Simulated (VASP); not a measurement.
# Ca3As (P6_3/mmc) in VASP: a series of runs, part 2 of 2

VASP 6.6.1.

### 3 Relaxation of cell and atoms, PBE

This run uses another cell than the first one, of 26.74 Å³/atom.

The input, INCAR:

```
ALGO     = Fast           # electronic algorithm
EDIFF    = 1E-6           # SCF threshold, eV
EDIFFG   = -0.04          # ionic threshold
ENCUT    = 600            # plane-wave cutoff, eV
GGA      = PE             # functional
IBRION   = 2              # ionic algorithm
ISIF     = 3              # what is computed and relaxed
ISMEAR   = 0              # smearing method
LASPH    = True           # aspherical terms in the spheres
LCHARG   = False          # write CHGCAR
LREAL    = False          # projectors in reciprocal space
LWAVE    = False          # write WAVECAR
NELM     = 80             # most SCF steps
NSW      = 90             # ionic steps
PREC     = Accurate       # precision mode
SIGMA    = 0.1            # smearing width, eV
```

The input, KPOINTS:

```
k-points
0
Gamma
  3 3 4
```

The input, POSCAR:

```
Ca3As
1.0
    6.7513672828      0.0000000000      0.0000000000
   -3.3756836414      5.8468555772      0.0000000000
    0.0000000000      0.0000000000      5.4190139286
Ca As
6 2
Direct
    0.8330000000      0.6660000000      0.2500000000
    0.1670000000      0.8330000000      0.7500000000
    0.3340000000      0.1670000000      0.2500000000
    0.1670000000      0.3340000000      0.7500000000
    0.8330000000      0.1670000000      0.2500000000
    0.6660000000      0.8330000000      0.7500000000
    0.3333333333      0.6666666667      0.2500000000
    0.6666666667      0.3333333333      0.7500000000
```

Potentials or basis: VASP PAW PBE potentials, release 64 (Ca_sv, As).

Launch:

```
cat potpaw_PBE.64/Ca_sv/POTCAR potpaw_PBE.64/As/POTCAR > POTCAR
mpirun -np 1 vasp_std > vasp.out
```

OUTCAR:

```text
EDIFF = 1E-6
   EDIFFG = -0.04
   ENCUT = 600
   GGA = PE
   IBRION = 2
   ISIF = 3
   ISMEAR = 0
   LASPH = True
   LREAL = False
   NELM = 80
   NSW = 90
   PREC = Accurate

 ion  position               nearest neighbor table
   1  0.833  0.666  0.250-
   2  0.167  0.833  0.750-
   3  0.334  0.167  0.250-
   4  0.167  0.334  0.750-
   5  0.833  0.167  0.250-
   6  0.666  0.833  0.750-
   7  0.333  0.667  0.250-
   8  0.667  0.333  0.750-

  LATTYP: Found a hexagonal cell.
 ALAT       =     6.7513672828
 C/A-ratio  =     0.8026542923

  Lattice vectors:

 A1 = (   6.7513672828,   0.0000000000,   0.0000000000)
 A2 = (  -3.3756836414,   5.8468555772,   0.0000000000)
 A3 = (   0.0000000000,   0.0000000000,   5.4190139286)

Analysis of symmetry for initial positions (statically):
=====================================================================
 Subroutine PRICEL returns:
 Original cell was already a primitive cell.

 Routine SETGRP: Setting up the symmetry group for a
 hexagonal supercell.

 Subroutine GETGRP returns: Found 24 space group operations
 (whereof 12 operations were pure point group operations)
 out of a pool of 24 trial point group operations.

The static configuration has the point symmetry D_3d.
 The point group associated with its full space group is D_6h.

Analysis of symmetry for dynamics (positions and initial velocities):
=====================================================================
 Subroutine PRICEL returns:
 Original cell was already a primitive cell.

 Routine SETGRP: Setting up the symmetry group for a
 hexagonal supercell.

 Subroutine GETGRP returns: Found 24 space group operations
 (whereof 12 operations were pure point group operations)
 out of a pool of 24 trial point group operations.

The dynamic configuration has the point symmetry D_3d.
 The point group associated with its full space group is D_6h.

 Subroutine INISYM returns: Found 24 space group operations
 (whereof 12 operations are pure point group operations),
 and found     1 'primitive' translations

----------------------------------------------------------------------------------------

                                     Primitive cell

  volume of cell :     213.9116

  direct lattice vectors                    reciprocal lattice vectors
     6.751367283  0.000000000  0.000000000     0.148118145  0.085516051  0.000000000
    -3.375683641  5.846855577  0.000000000     0.000000000  0.171032102  0.000000000
     0.000000000  0.000000000  5.419013929     0.000000000  0.000000000  0.184535418

  length of vectors
     6.751367283  6.751367283  5.419013929     0.171032102  0.171032102  0.184535418

  position of ions in fractional coordinates (direct lattice)
     0.833000000  0.666000000  0.250000000
     0.167000000  0.833000000  0.750000000
     0.334000000  0.167000000  0.250000000
     0.167000000  0.334000000  0.750000000
     0.833000000  0.167000000  0.250000000
     0.666000000  0.833000000  0.750000000
     0.333333333  0.666666667  0.250000000
     0.666666667  0.333333333  0.750000000

  ion indices of the primitive-cell ions
   primitive index   ion index
                 1           1
                 2           2
                 3           3
                 4           4
                 5           5
                 6           6
                 7           7
                 8           8

----------------------------------------------------------------------------------------

 KPOINTS: k-points

Automatic generation of k-mesh.
 Grid dimensions read from file:
 generate k-points for:    3    3    4

 Generating k-lattice:

  Cartesian coordinates                     Fractional coordinates (reciprocal lattice)
     0.049372715  0.028505350  0.000000000     0.333333333  0.000000000  0.000000000
     0.000000000  0.057010701  0.000000000     0.000000000  0.333333333  0.000000000
     0.000000000  0.000000000  0.046133854     0.000000000  0.000000000  0.250000000

  Length of vectors
     0.057010701  0.057010701  0.046133854

  Shift w.r.t. Gamma in fractional coordinates (k-lattice)
     0.000000000  0.000000000  0.000000000

 Subroutine IBZKPT returns following result:
 ===========================================

 Found      9 irreducible k-points:

 Following reciprocal coordinates:
            Coordinates               Weight
  0.000000  0.000000  0.000000      1.000000
  0.333333 -0.000000  0.000000      6.000000
  0.333333  0.333333  0.000000      2.000000
  0.000000  0.000000  0.250000      2.000000
  0.333333 -0.000000  0.250000     12.000000
  0.333333  0.333333  0.250000      4.000000
  0.000000  0.000000  0.500000      1.000000
  0.333333 -0.000000  0.500000      6.000000
  0.333333  0.333333  0.500000      2.000000
   k-points           NKPTS =      9   k-points in BZ     NKDIM =      9   number of bands    NBANDS=     42
   number of dos      NEDOS =    301   number of ions     NIONS =      8
   total plane-waves  NPLWV = 139968
   dimension x,y,z NGX =    54 NGY =   54 NGZ =   48
   dimension x,y,z NGXF=   108 NGYF=  108 NGZF=   96
   ions per type =               6   2
   NGX,Y,Z   is equivalent  to a cutoff of  13.30, 13.30, 14.73 a.u.
   NGXF,Y,Z  is equivalent  to a cutoff of  26.59, 26.59, 29.45 a.u.
 SYSTEM =  unknown system
   PREC   = accura    normal or accurate (medium, high low for compatibility)
   ISTART =      0    job   : 0-new  1-cont  2-samecut
   ICHARG =      2    charge: 1-file 2-atom 10-const
   ISPIN  =      1    spin polarized calculation?
   LNONCOLLINEAR =      F non collinear calculations
   LSORBIT =      F    spin-orbit coupling
   LASPH  =      T    aspherical Exc in radial PAW
   ENCUT  =  600.0 eV  44.10 Ry    6.64 a.u.  13.48 13.48 10.82*2*pi/ulx,y,z
   NELM   =     80;   NELMIN=  2; NELMDL= -5     # of ELM steps
   EDIFF  = 0.1E-05   stopping-criterion for ELM
   LREAL  =      F    real-space projection
   EDIFFG = -.4E-01   stopping-criterion for IOM
   NSW    =     90    number of steps for IOM
   IBRION =      2    ionic relax: 0-MD 1-quasi-New 2-CG
   NFREE  =      1    steps in history (QN), initial steepest desc. (CG)
   ISIF   =      3    stress and relaxation
   ISYM   =      2    0-nonsym 1-usesym 2-fastsym
   POTIM  = 0.5000    time-step for ionic-motion
   TEBEG  =    0.0;   TEEND  =   0.0 temperature during run
   PSTRESS=    0.0 pullay stress
   NELECT =      70.0000    total number of electrons
   NUPDOWN=      -1.0000    fix difference up-down
   EMIN   =  10.00;   EMAX   =-10.00  energy-range for DOS
   EFERMI =   0.00;   METHOD = LEGACY
   ISMEAR =     0;   SIGMA  =   0.10  broadening in eV -4-tet -1-fermi 0-gaus
   EFERMI_NEDOS =   21; number of points for ismear=-14 and -15
   IALGO  =     68    algorithm
   IMIX   =      4    mixing-type and parameters
     AMIX     =   0.40;   BMIX     =  1.00
     AMIX_MAG =   1.60;   BMIX_MAG =  1.00
  volume/ion in A,a.u.               =      26.74       180.44
  Fermi-wavevector in a.u.,A,eV,Ry     =   1.128139  2.131874 17.316111  1.272698
  Thomas-Fermi vector in A             =   2.264828
   LORBIT       =      0    0 simple, 1 ext, 2 COOP (PROOUT), +10 PAW based schemes
   GGA     = PE    functional components
   LHFCALC =     F    Hartree Fock is set to
   AEXX    =    0.0000 exact exchange contribution
   IVDW    =     0    specifies the selected vdW correction
   LEPSILON=     F    determine dielectric tensor
   LRPA    =     F    only Hartree local field effects (RPA)
 conjugate gradient relaxation of ions
 non-spin polarized calculation
 RMM-DIIS sequential band-by-band and
 Gauss-broadening in eV      SIGMA  =   0.10
  energy-cutoff  :      600.00
  volume of cell :      213.91
 maximum number of plane-waves:      7234
 NGX is ok and might be reduce to    54
   NGX = 27   NGY = 27   NGZ = 21

--------------------------------------- Ionic step        1  -------------------------------------------

 number of electron      69.9999993 magnetization

 Free energy of the ion-electron system (eV)
  ---------------------------------------------------
  ext. energy  EPLUGINS =         0.00000000
  ---------------------------------------------------
  free energy    TOTEN  =       -24.08198781 eV

  energy without entropy =      -24.06469959  energy(sigma->0) =      -24.07334370

 E-fermi :   4.5410     XC(G=0):  -9.2257

 val. band max:        4.5208790104   @ k =   0.0000   0.0000   0.0000
 cond. band min:       4.5512211780   @ k =   0.0000   0.0000   0.2500
 fundamental gap:      0.0303421676
 Fermi energy:         4.5409802044

 k-point     1 :       0.0000    0.0000    0.0000
  band No.  band energies     occupation
      1     -37.2936      2.00000
      2     -37.2302      2.00000
      3     -37.2302      2.00000
      4     -37.2245      2.00000
      5     -37.1968      2.00000
      6     -37.1968      2.00000
[... 559 lines left out ...]
  energy  without entropy=      -24.2619237356  energy(sigma->0) =      -24.27217974

--------------------------------------- Ionic step        5  -------------------------------------------

 number of electron      69.9999993 magnetization

 Free energy of the ion-electron system (eV)
  ---------------------------------------------------
  ext. energy  EPLUGINS =         0.00000000
  ---------------------------------------------------
  free energy    TOTEN  =       -24.28542996 eV

  energy without entropy =      -24.26492107  energy(sigma->0) =      -24.27517551

 E-fermi :   4.0582     XC(G=0):  -8.9314

 val. band max:        3.9957851938   @ k =   0.3333   0.3333   0.0000
 cond. band min:       4.1227667048   @ k =   0.0000   0.0000   0.2500
 fundamental gap:      0.1269815109
 Fermi energy:         4.0582387834

 k-point     1 :       0.0000    0.0000    0.0000
  band No.  band energies     occupation
      1     -37.9339      2.00000
      2     -37.8919      2.00000
      3     -37.8852      2.00000
      4     -37.8852      2.00000
      5     -37.8651      2.00000
      6     -37.8651      2.00000
[... 429 lines left out ...]
  FREE ENERGIE OF THE ION-ELECTRON SYSTEM (eV)
  ---------------------------------------------------
  free  energy   TOTEN  =       -24.2854299554 eV

  energy  without entropy=      -24.2649210654  energy(sigma->0) =      -24.27517551

 reached required accuracy - stopping structural energy minimisation
```

Wall time 12 min (1 thread of AMD EPYC 9755, shared host); peak memory 0.4 GiB.

What came out:

```
Free energy                           : -24.2854 eV
Relaxed volume                        : 28.92 Å³/atom
Relaxed cell                          : a = 6.873 Å, b = 6.873 Å, c = 5.655 Å, α = 90.00°, β = 90.00°, γ = 120.00°
Space group after relaxing (to 0.1 Å) : P6_3/mmc (No. 194)
Energy gained by relaxing             : 25.4 meV/atom
Ionic steps                           : 5
Pressure after relaxing               : -0.1 GPa
Largest force after relaxing          : 0.035 eV/Å
Band gap on the k mesh                : zero (bands 35 and 36 overlap by 1.06 eV)
```

Forces in eV/Å, atoms in the order of the input:
```
Ca   0.000 -0.035  0.000
Ca   0.030 -0.018  0.000
Ca   0.030  0.018  0.000
Ca   0.000  0.035  0.000
Ca  -0.030  0.018  0.000
Ca  -0.030 -0.018  0.000
As   0.000  0.000  0.000
As   0.000  0.000  0.000
```

The path:
| step | energy change (eV) | largest force (eV/Å) | pressure (GPa) | volume (Å³) |
| --- | --- | --- | --- | --- |
| 1 | 0.0000 | 0.5066 | 2.45 | 213.91 |
| 2 | -0.1834 | 0.1963 | 0.50 | 226.79 |
| 3 | -0.2003 | 0.0692 | -0.25 | 232.94 |
| 4 | -0.2004 | 0.0784 | -0.19 | 232.41 |
| 5 | -0.2034 | 0.0352 | -0.07 | 231.37 |

Final structure:
```
Ca As
1.0
     6.87350    0.00000    0.00000
    -3.43675    5.95262    0.00000
     0.00000    0.00000    5.65485
Ca As
6 2
Direct
  0.82966 0.65932 0.25000
  0.17034 0.82966 0.75000
  0.34068 0.17034 0.25000
  0.17034 0.34068 0.75000
  0.82966 0.17034 0.25000
  0.65932 0.82966 0.75000
  0.33333 0.66667 0.25000
  0.66667 0.33333 0.75000
```

The gap in the log of VASP goes by the Fermi energy; the results here count the filled bands.